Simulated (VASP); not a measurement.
Crystal: CdF2.

```
Cd F
1.0
     3.28684    0.00000    0.00000
    -1.64342    2.84648    0.00000
     0.00000    0.00000    9.65441
Cd F
2 4
Direct
  0.66667 0.33333 0.25027
  0.33333 0.66667 0.74973
  0.33333 0.66667 0.37818
  0.66667 0.33333 0.87766
  0.33333 0.66667 0.12234
  0.66667 0.33333 0.62182
```

| Property | Result |
| --- | --- |
| Program | VASP 6.6.1 |
| Task | relaxation of cell and atoms |
| Functional | r2SCAN |
| Dispersion | rVV10 |
| Potentials or basis | VASP PAW PBE potentials, release 64 (Cd, F) |
| Cutoff | 660 eV |
| k mesh | 12 × 12 × 4 |
| Occupations | fermi-dirac, width 0.03 eV |
| Spin | no spin polarisation |

At the start: pressure -0.2 GPa; volume 15.05 Å³/atom.

Problem. How do energy, volume and symmetry change on relaxing?

Solution. Over 10 steps the energy falls by 18.3 meV/atom and the volume is 13.71 Å³/atom (-9.0 %); space group P6_3/mmc (No. 194, to 0.1 Å) before and after.

The path:
| step | energy change (eV) | largest force (eV/Å) | pressure (GPa) | volume (Å³) |
| --- | --- | --- | --- | --- |
| 1 | 0.0000 | 0.1159 | -0.25 | 90.33 |
| 2 | -0.0102 | 0.1327 | -0.36 | 90.02 |
| 3 | -0.0354 | 0.1914 | -0.65 | 89.07 |
| 4 | -0.0603 | 0.3365 | -0.94 | 87.04 |
| 5 | -0.0679 | 0.3052 | -0.95 | 86.64 |
| 6 | -0.0874 | 0.2117 | -0.90 | 85.45 |
| 7 | -0.1085 | 0.0167 | -0.56 | 83.07 |
| 8 | -0.1094 | 0.0440 | -0.40 | 82.40 |
| 9 | -0.1094 | 0.0327 | -0.43 | 82.52 |
| 10 | -0.1099 | 0.0047 | -0.02 | 82.24 |

Final structure:
```xyz
6
Lattice="3.3450 0.0000 0.0000 -1.6725 2.8969 0.0000 0.0000 0.0000 8.4867" Properties=species:S:1:pos:R:3 pbc="T T T"
Cd    1.6725    0.9656    2.1241
Cd    0.0000    1.9312    6.3626
F     0.0000    1.9312    3.3320
F     1.6725    0.9656    7.5711
F     0.0000    1.9312    0.9156
F     1.6725    0.9656    5.1547
```

Caveat: the PAW data sets were made with another functional, which shifts forces and pressure a little.
